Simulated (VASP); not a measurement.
A run of VASP 6.6.1 is set up as follows.

File INCAR:

```
SYSTEM = Sn2O
  PREC = Accurate
  ENCUT = 520
  EDIFF = 1E-6
  ISMEAR = 0
  SIGMA = 0.1
  LREAL = .False.
  LASPH = .True.
  NELM = 100
  ALGO = Normal
  ISIF = 2
  LWAVE = .False.
  LCHARG = .True.
  GGA = PE
  LELF = .True.
  LVHAR = .True.
  NBANDS = 24
```

KPOINTS

```
Automatic mesh
0
Gamma
  12 12 8
  0 0 0
```

File POSCAR:

```
Sn2O
1.0
    3.2679000064      0.0000000000      0.0000000000
   -1.6339500032      2.8300844226      0.0000000000
    0.0000000000      0.0000000000      6.4701080294
Sn O
2 1
Direct
    0.6666666667      0.3333333333      0.2568369549
    0.3333333333      0.6666666667      0.7431630451
    0.0000000000      0.0000000000      0.0000000000
```

Potentials or basis: VASP PAW PBE potentials, release 64 (Sn_d, O).

Command:

```bash
$ cat potpaw_PBE.64/Sn_d/POTCAR potpaw_PBE.64/O/POTCAR > POTCAR
$ mpirun -np 1 vasp_std > vasp.out
```

What does it give for the largest force?

0.018 eV/Å.

Predict the pressure.

0.0 GPa.

Predict the band gap on the k mesh.

zero (bands 17 and 18 overlap by 3.13 eV).

Forces on the atoms (eV/Å):
```
Sn   0.000  0.000  0.018
Sn   0.000  0.000 -0.018
O    0.000  0.000  0.000
```

Caveat: spin-orbit coupling is left out, which moves the levels of the heavy elements.
